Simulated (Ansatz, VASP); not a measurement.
# SnSe4 in VASP and in Ansatz

```
Sn Se
1.0
     5.25690    0.00000    0.00000
     0.00000    5.25690    0.00000
     0.00000    0.00000    5.25690
Sn Se
1 4
Direct
  0.50000 0.50000 0.50000
  0.00000 0.00000 0.00000
  0.50000 0.50000 0.00000
  0.50000 0.00000 0.50000
  0.00000 0.50000 0.50000
```

Change from the starting cell: species swapped into the Ni4N type (Pm-3m, No. 221).

Alike in both runs: functional PBE; k mesh 8 × 8 × 8; occupations gaussian, width 0.1 eV; no spin polarisation.

Ansatz relaxed the structure, and its values are those at the end. VASP's run is a single point on that final structure, the one shown.

|  | VASP | Ansatz |
| --- | --- | --- |
| version | VASP 6.6.1 | Ansatz 0.2.0 |
| potentials or method | VASP PAW PBE potentials, release 64 (Sn_d, Se), cutoff 520 eV | scalar-relativistic, plane waves, PAW |
| valence electrons in the cell | 38 | 78 |

|  | VASP | Ansatz | Ansatz less VASP |
| --- | --- | --- | --- |
| gap on the k mesh at the Fermi level (eV) | none | none | - |
| pressure (GPa) | 0.0 | 0.0 | -0.02 |

A gap of «none» marks a metal or a gap that the smearing closes. With one functional, cell and mesh, what is left measures potentials, basis and numerics. VASP's potentials hold 38 valence electrons a cell and Ansatz's 78, so a difference there can come from the potentials and not from the codes.
